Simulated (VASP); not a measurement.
HfO2, 3 atoms in the cell. Symmetry: Fm-3m, No. 225, cubic system. The conventional cell has a = 5.011 Å, b = 5.011 Å, c = 5.011 Å, α = 90.00°, β = 90.00°, γ = 90.00°. Hf (site symmetry m-3m) has 8 O at 2.17 Å within 2.9 Å. O (site symmetry -43m) has 4 Hf at 2.17 Å and 6 O at 2.51 Å within 2.9 Å.  This cell differs from its parent crystal: volume scaled by 0.94.

| Property | Result |
| --- | --- |
| Program | VASP 6.6.1 |
| Task | single point |
| Functional | LDA |
| Potentials or basis | VASP PAW LDA potentials, release 64 (Hf_pv, O) |
| Cutoff | 520 eV |
| k mesh | 9 × 9 × 9 |
| Occupations | fermi-dirac, width 0.05 eV |
| Spin | no spin polarisation |
| Dipole correction | no |
| Further INCAR settings | ALGO = Normal; EDIFF = 1e-06; NBANDS = 18 |

Potentials or basis: VASP PAW LDA potentials, release 64 (Hf_pv, O).

The run is started by

```bash
$ cat potpaw_LDA.64/Hf_pv/POTCAR potpaw_LDA.64/O/POTCAR > POTCAR
$ mpirun -np 1 vasp_std > vasp.out
```

Hardware: 1 thread of Intel(R) Xeon(R) 6975P-C (Granite Rapids), with other jobs on the host.

Task: Estimate the wall time of this run.

Result: Wall time 7.9 s on 1 thread of Intel(R) Xeon(R) 6975P-C (Granite Rapids) (shared host), peak memory 0.15 GiB. Counts: scf iterations 12, k points 35.
